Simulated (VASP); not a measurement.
# Se (Pm-3m) in VASP: further runs

Se is run at these levels: PBE; tasks: single point, relaxation of cell and atoms.

Program: VASP 6.6.1. These are calculated values, not measurements. Logs are shortened: lines on timing, memory, paths and dates and some standing lists are left out, and cuts for length are marked.

## (1) The cell of the first run

It takes space group Pm-3m (No. 221, cubic). The conventional cell has a = 2.838 Å, b = 2.838 Å, c = 2.838 Å, α = 90.00°, β = 90.00°, γ = 90.00°. Se (site symmetry m-3m) has 6 Se at 2.84 Å within 3.7 Å.

This isn't the form of Se at room conditions, which is trigonal, of chains.

## (2) Single point, PBE

File INCAR:

```
SYSTEM = Se
ALGO     = Normal         ! electronic algorithm
EDIFF    = 1E-6           ! SCF threshold, eV
ENCUT    = 520            ! plane-wave cutoff, eV
GGA      = PE             ! functional
ISIF     = 2              ! what is computed and relaxed
ISMEAR   = 0              ! smearing method
LASPH    = .True.         ! aspherical terms in the spheres
LCHARG   = .False.        ! write CHGCAR
LREAL    = .False.        ! projectors in reciprocal space
LWAVE    = .False.        ! write WAVECAR
NBANDS   = 9              ! bands
NELM     = 80             ! most SCF steps
PREC     = Accurate       ! precision mode
SIGMA    = 0.05           ! smearing width, eV
```

File KPOINTS:

```
k-points
0
Gamma
  9 9 9
  0 0 0
```

File POSCAR:

```
Se
1.0
    2.8375538155      0.0000000000      0.0000000000
    0.0000000000      2.8375538155      0.0000000000
    0.0000000000      0.0000000000      2.8375538155
Se
1
Direct
    0.0000000000      0.0000000000      0.0000000000
```

Potentials or basis: VASP PAW PBE potentials, release 64 (Se).

Started as:

```bash
$ cat potpaw_PBE.64/Se/POTCAR > POTCAR
$ mpirun -np 1 vasp_std > vasp.out
```

OUTCAR:

```text
SYSTEM = Se
   EDIFF = 1E-6
   ENCUT = 520
   GGA = PE
   ISIF = 2
   ISMEAR = 0
   LASPH = .True.
   LREAL = .False.
   NELM = 80
   PREC = Accurate

 ion  position               nearest neighbor table
   1  0.000  0.000  0.000-

  LATTYP: Found a simple cubic cell.
 ALAT       =     2.8375538155

  Lattice vectors:

 A1 = (   2.8375538155,   0.0000000000,   0.0000000000)
 A2 = (   0.0000000000,   2.8375538155,   0.0000000000)
 A3 = (   0.0000000000,   0.0000000000,   2.8375538155)

Analysis of symmetry for initial positions (statically):
=====================================================================
 Subroutine PRICEL returns:
 Original cell was already a primitive cell.

 Routine SETGRP: Setting up the symmetry group for a
 simple cubic supercell.

 Subroutine GETGRP returns: Found 48 space group operations
 (whereof 48 operations were pure point group operations)
 out of a pool of 48 trial point group operations.

The static configuration has the point symmetry O_h .

Analysis of symmetry for dynamics (positions and initial velocities):
=====================================================================
 Subroutine PRICEL returns:
 Original cell was already a primitive cell.

 Routine SETGRP: Setting up the symmetry group for a
 simple cubic supercell.

 Subroutine GETGRP returns: Found 48 space group operations
 (whereof 48 operations were pure point group operations)
 out of a pool of 48 trial point group operations.

The dynamic configuration has the point symmetry O_h .

 Subroutine INISYM returns: Found 48 space group operations
 (whereof 48 operations are pure point group operations),
 and found     1 'primitive' translations

----------------------------------------------------------------------------------------

                                     Primitive cell

  volume of cell :      22.8472

  direct lattice vectors                    reciprocal lattice vectors
     2.837553816  0.000000000  0.000000000     0.352416224  0.000000000  0.000000000
     0.000000000  2.837553816  0.000000000     0.000000000  0.352416224  0.000000000
     0.000000000  0.000000000  2.837553816     0.000000000  0.000000000  0.352416224

  length of vectors
     2.837553816  2.837553816  2.837553816     0.352416224  0.352416224  0.352416224

  position of ions in fractional coordinates (direct lattice)
     0.000000000  0.000000000  0.000000000
[... 78 lines left out ...]
   EDIFFG = 0.1E-04   stopping-criterion for IOM
   NSW    =      0    number of steps for IOM
   IBRION =     -1    ionic relax: 0-MD 1-quasi-New 2-CG
   NFREE  =      0    steps in history (QN), initial steepest desc. (CG)
   ISIF   =      2    stress and relaxation
   ISYM   =      2    0-nonsym 1-usesym 2-fastsym
   POTIM  = 0.5000    time-step for ionic-motion
   TEBEG  =    0.0;   TEEND  =   0.0 temperature during run
   PSTRESS=    0.0 pullay stress
   NELECT =       6.0000    total number of electrons
   NUPDOWN=      -1.0000    fix difference up-down
   EMIN   =  10.00;   EMAX   =-10.00  energy-range for DOS
   EFERMI =   0.00;   METHOD = LEGACY
   ISMEAR =     0;   SIGMA  =   0.05  broadening in eV -4-tet -1-fermi 0-gaus
   EFERMI_NEDOS =   21; number of points for ismear=-14 and -15
   IALGO  =     38    algorithm
   IMIX   =      4    mixing-type and parameters
     AMIX     =   0.40;   BMIX     =  1.00
     AMIX_MAG =   1.60;   BMIX_MAG =  1.00
  volume/ion in A,a.u.               =      22.85       154.18
  Fermi-wavevector in a.u.,A,eV,Ry     =   1.048370  1.981132 14.953879  1.099079
  Thomas-Fermi vector in A             =   2.183289
   LORBIT       =      0    0 simple, 1 ext, 2 COOP (PROOUT), +10 PAW based schemes
   GGA     = PE    functional components
   LHFCALC =     F    Hartree Fock is set to
   AEXX    =    0.0000 exact exchange contribution
   IVDW    =     0    specifies the selected vdW correction
   LEPSILON=     F    determine dielectric tensor
   LRPA    =     F    only Hartree local field effects (RPA)
 non-spin polarized calculation
 Gauss-broadening in eV      SIGMA  =   0.05
  energy-cutoff  :      520.00
  volume of cell :       22.85
 maximum number of plane-waves:       635
 NGX is ok and might be reduce to    24
   NGX = 11   NGY = 11   NGZ = 11

 number of electron       5.9999999 magnetization

 Free energy of the ion-electron system (eV)
  ---------------------------------------------------
  ext. energy  EPLUGINS =         0.00000000
  ---------------------------------------------------
  free energy    TOTEN  =        -3.33034210 eV

  energy without entropy =       -3.32914528  energy(sigma->0) =       -3.32974369

 E-fermi :   4.5369     XC(G=0):  -9.8646

 val. band max:        4.4930399929   @ k =   0.4444   0.3333   0.2222
 cond. band min:       4.6047480878   @ k =   0.1111   0.1111   0.1111
 fundamental gap:      0.1117080949
 Fermi energy:         4.5368511654

 k-point     1 :       0.0000    0.0000    0.0000
  band No.  band energies     occupation
      1     -11.3686      2.00000
      2       5.9467      0.00000
      3       5.9467      0.00000
      4       5.9467      0.00000
      5      12.3557      0.00000
      6      12.3557      0.00000
      7      12.3782      0.00000
      8      26.6392      0.00000
      9      26.6392      0.00000
[... 265 lines left out ...]
 k-point    24 :       0.4444    0.3333    0.1111
  band No.  band energies     occupation
      1      -7.9348      2.00000
      2      -0.6324      2.00000
      3       1.2872      2.00000
      4       6.8837      0.00000
      5       9.5573      0.00000
      6      16.4962      0.00000
      7      17.8628      0.00000
      8      19.2788      0.00000
      9      24.1341      0.00000

 [... further k-points ...]

------------------------ aborting loop because EDIFF is reached ----------------------------------------

  FORCE on cell =-STRESS in cart. coord.  units (eV):
  Direction    XX          YY          ZZ          XY          YZ          ZX
  --------------------------------------------------------------------------------------
  -------------------------------------------------------------------------------------
  Total        0.0031842      0.0031842      0.0031842     -0.0000000     -0.0000000      0.0000000
  in kB        0.2232948      0.2232948      0.2232948     -0.0000000     -0.0000000      0.0000000
  external PRESSURE =       0.2232948 kB  Pullay stress =       0.0000000 kB

 VOLUME and BASIS-vectors are now :
 -----------------------------------------------------------------------------
  energy-cutoff  :      520.00
  volume of cell :       22.85
      direct lattice vectors                 reciprocal lattice vectors
     2.837553816  0.000000000  0.000000000     0.352416224  0.000000000  0.000000000
     0.000000000  2.837553816  0.000000000     0.000000000  0.352416224  0.000000000
     0.000000000  0.000000000  2.837553816     0.000000000  0.000000000  0.352416224

 POSITION                                       TOTAL-FORCE (eV/Angst)
 -----------------------------------------------------------------------------------
      0.00000      0.00000      0.00000         0.000000      0.000000      0.000000
 -----------------------------------------------------------------------------------
    total drift:                               -0.000000      0.000000      0.000000

  FREE ENERGIE OF THE ION-ELECTRON SYSTEM (eV)
  ---------------------------------------------------
  free  energy   TOTEN  =        -3.3303421036 eV

  energy  without entropy=       -3.3291452820  energy(sigma->0) =       -3.32974369
```

OSZICAR:

```text
N       E                     dE             d eps       ncg     rms          rms(c)
DAV:   1     0.922036205177E+01    0.92204E+01   -0.27724E+03   630   0.560E+02
DAV:   2    -0.304827903979E+01   -0.12269E+02   -0.11481E+02   899   0.741E+01
DAV:   3    -0.332369444312E+01   -0.27542E+00   -0.27447E+00   745   0.103E+01
DAV:   4    -0.332430192762E+01   -0.60748E-03   -0.60745E-03   903   0.554E-01
DAV:   5    -0.332430228983E+01   -0.36221E-06   -0.36235E-06   717   0.110E-02    0.364E+00
DAV:   6    -0.332775831145E+01   -0.34560E-02   -0.82938E-04   747   0.206E-01    0.218E+00
DAV:   7    -0.333027483413E+01   -0.25165E-02   -0.19172E-03   667   0.312E-01    0.495E-02
DAV:   8    -0.333033684278E+01   -0.62009E-04   -0.88518E-05   727   0.629E-02    0.647E-03
DAV:   9    -0.333034110798E+01   -0.42652E-05   -0.34689E-06   750   0.122E-02    0.417E-03
DAV:  10    -0.333034210365E+01   -0.99567E-06   -0.23150E-06   670   0.813E-03
   1 F= -.33303421E+01 E0= -.33297437E+01  d E =-.119682E-02
```

It took 4.2 s on 1 thread of Intel Xeon 8259CL, shared host; peak memory 0.14 GiB.

What came out:

| Property | Result |
| --- | --- |
| Free energy | -3.3303 eV |
| Pressure | 0.0 GPa |
| Band gap on the k mesh | zero (bands 3 and 4 overlap by 5.88 eV) |

Levels at points of the mesh, in eV from the Fermi level:
```
           k point  band 1  band 2  band 3  band 4  band 5  band 6
(0.00, 0.00, 0.00)  -15.91    1.41    1.41    1.41    7.82    7.82
```

## (3) Relaxation of cell and atoms, PBE

This run uses another cell than the first one, of 23.15 Å³/atom.

File INCAR:

```
ALGO     = Normal         # electronic algorithm
EDIFF    = 1E-7           # SCF threshold, eV
EDIFFG   = -0.03          # ionic threshold
ENCUT    = 600            # plane-wave cutoff, eV
GGA      = PE             # functional
IBRION   = 2              # ionic algorithm
ISIF     = 3              # what is computed and relaxed
ISMEAR   = 0              # smearing method
LASPH    = T              # aspherical terms in the spheres
LCHARG   = F              # write CHGCAR
LREAL    = F              # projectors in reciprocal space
LWAVE    = F              # write WAVECAR
NELM     = 80             # most SCF steps
NSW      = 80             # ionic steps
PREC     = Accurate       # precision mode
SIGMA    = 0.05           # smearing width, eV
```

File KPOINTS:

```
k-points
0
Gamma
  9 9 9
```

File POSCAR:

```
Se
1.0
    2.8500000000      0.0000000000      0.0000000000
    0.0000000000      2.8500000000      0.0000000000
    0.0000000000      0.0000000000      2.8500000000
Se
1
Direct
    0.0000000000      0.0000000000      0.0000000000
```

Potentials or basis: VASP PAW PBE potentials, release 64 (Se).

Started as:

```bash
$ cat potpaw_PBE.64/Se/POTCAR > POTCAR
$ mpirun -np 1 vasp_std > vasp.out
```

Run time: 9.8 s. Hardware: 1 thread of Intel Xeon 8259CL, shared host; peak memory 0.14 GiB.

Results (log left out):

| Property | Result |
| --- | --- |
| Free energy | -3.3304 eV |
| Relaxed volume | 22.85 Å³/atom |
| Relaxed cell | a = 2.838 Å, b = 2.838 Å, c = 2.838 Å, α = 90.00°, β = 90.00°, γ = 90.00° |
| Space group after relaxing (to 0.1 Å) | Pm-3m (No. 221) |
| Energy gained by relaxing | 0.8 meV/atom |
| Ionic steps | 3 |
| Pressure after relaxing | 0.0 GPa |
| Band gap on the k mesh | zero (bands 3 and 4 overlap by 5.88 eV) |

Step by step:
```
step  energy change (eV)  largest force (eV/Å)  pressure (GPa)  volume (Å³)
   1              0.0000                0.0000           -0.88        23.15
   2             -0.0007                0.0000            0.39        22.73
   3             -0.0008                0.0000            0.00        22.85
```

Final structure:
```
Se
1.0
     2.83767    0.00000    0.00000
     0.00000    2.83767    0.00000
     0.00000    0.00000    2.83767
Se
1
Direct
  0.00000 0.00000 0.00000
```

Levels at points of the mesh, in eV from the Fermi level:
```tsv
k point	band 1	band 2	band 3	band 4	band 5	band 6
(0.00, 0.00, 0.00)	-15.90	1.41	1.41	1.41	7.82	7.82
```

The gap in the log of VASP goes by the Fermi energy; the results here count the filled bands.